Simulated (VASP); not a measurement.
Input of a VASP 6.6.1 run:

File INCAR:

```
PREC = Accurate
ENCUT = 520
EDIFF = 1E-6
ISMEAR = 0
SIGMA = 0.1
LREAL = False
LASPH = True
NELM = 100
ALGO = Fast
ISIF = 2
LWAVE = False
LCHARG = False
GGA = PE
NBANDS = 18
```

The input KPOINTS:

```
Automatic mesh
0
Gamma
  12 12 16
```

The input POSCAR:

```
Re
1.0
    4.3794805920      0.0000000000      0.0000000000
   -2.1897402960      3.7927414480      0.0000000000
    0.0000000000      0.0000000000      2.7446073223
Re
3
Direct
    0.6666666667      0.3333333333      0.0000000000
    0.3333333333      0.6666666667      0.0000000000
    0.0000000000      0.0000000000      0.5000000000
```

Potentials or basis: VASP PAW PBE potentials, release 64 (Re).

Run with:

```console
$ cat potpaw_PBE.64/Re/POTCAR > POTCAR
$ mpirun -np 1 vasp_std > vasp.out
```

(1) What does it give for the pressure?

(2) Estimate the band gap on the k mesh.

## Answers

(1) -0.8 GPa.

(2) zero (an odd number of electrons rules out a gap without spin polarisation).

Caveat: spin-orbit coupling is left out, which moves the levels of the heavy elements.
